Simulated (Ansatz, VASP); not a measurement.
## One calculation of As, two programs

INCAR

```
SYSTEM = As
PREC = Accurate
ENCUT = 600
EDIFF = 1E-6
ISMEAR = 0
SIGMA = 0.1
LREAL = .False.
LASPH = .True.
NELM = 60
ALGO = Normal
ISIF = 3
LWAVE = .False.
LCHARG = .False.
GGA = PE
IBRION = 2
NSW = 80
EDIFFG = -0.025
```

KPOINTS

```
Automatic mesh
0
Gamma
  4 2 1
  0 0 0
```

File POSCAR:

```
As
1.0
    1.8477173077     -3.0987636249     -0.0612062115
   -5.4789054290     -3.0616708943     -0.0263759373
    0.0580581525     -0.2020941585    -12.2320270423
As
8
Direct
   -0.0057990197     -0.0046988578      0.1993496467
    0.4988033549      0.4977239848      0.2019757982
    0.0075026202     -0.0044334804      0.8031557793
    0.5066623355      0.4956465543      0.7981950363
    0.4725100031      0.8494922735      0.3188546940
    1.0059090528      0.3322858129      0.3128591790
    0.0089661066      0.6612901511      0.6829821635
    0.5054455467      0.1726935616      0.6826277030
```

Input for Ansatz:

```yaml
crystal:
  lattice:
    - [1.8477173077, -3.0987636249, -0.0612062115]
    - [-5.478905429, -3.0616708943, -0.0263759373]
    - [0.0580581525, -0.2020941585, -12.2320270423]
  atoms:
    - { symbol: As, position: [-0.0057990197, -0.0046988578, 0.1993496467] }
    - { symbol: As, position: [0.4988033549, 0.4977239848, 0.2019757982] }
    - { symbol: As, position: [0.0075026202, -0.0044334804, 0.8031557793] }
    - { symbol: As, position: [0.5066623355, 0.4956465543, 0.7981950363] }
    - { symbol: As, position: [0.4725100031, 0.8494922735, 0.318854694] }
    - { symbol: As, position: [1.0059090528, 0.3322858129, 0.312859179] }
    - { symbol: As, position: [0.0089661066, 0.6612901511, 0.6829821635] }
    - { symbol: As, position: [0.5054455467, 0.1726935616, 0.682627703] }
basis:
  ecutwfc: 420
kpoints:
  mp_grid: { grid: [4, 2, 1] }
hamiltonian:
  xc: pbe
scf:
  occupations: { method: gaussian, width: 0.1 }
  lower_state_search: "off"
output:
  forces: true
  stress: true
  eigenvalues: true
relax:
  adjacent_minimum: "off"
  f_tol: 0.025
  max_steps: 60
  cell: { stress_tol: 0.25 }
```

Change from the starting cell: cell x2, atoms moved at random (sigma 0.05 Å) and cell strained at random (1.5 %), then relaxed without symmetry.

Alike in both runs: task relaxation of cell and atoms; functional PBE; k mesh 4 × 2 × 1; occupations gaussian, width 0.1 eV; no spin polarisation.

```csv
,VASP,Ansatz
version,VASP 6.6.1,Ansatz 0.2.0
potentials or method,"VASP PAW PBE potentials, release 64 (As), cutoff 600 eV","scalar-relativistic, plane waves, PAW"
valence electrons in the cell,40,120
```

Ansatz gave:

| Property | Result |
| --- | --- |
| gap on the k mesh at the Fermi level, each at its own relaxed structure (eV) | 1.49 |
| relaxed volume (Å³/atom) | 35.26 |
| relaxed cell length with the largest relative difference (Å) | 12.422 |

**Question.** What did VASP give for the same quantities?

**Answer.** gap on the k mesh at the Fermi level, each at its own relaxed structure (eV): 1.48; relaxed volume (Å³/atom): 34.60; relaxed cell length with the largest relative difference (Å): 12.198.

VASP's potentials hold 40 valence electrons a cell and Ansatz's 120, so a difference there can come from the potentials and not from the codes.

The k mesh is coarse, so the values compare programs but aren't converged.
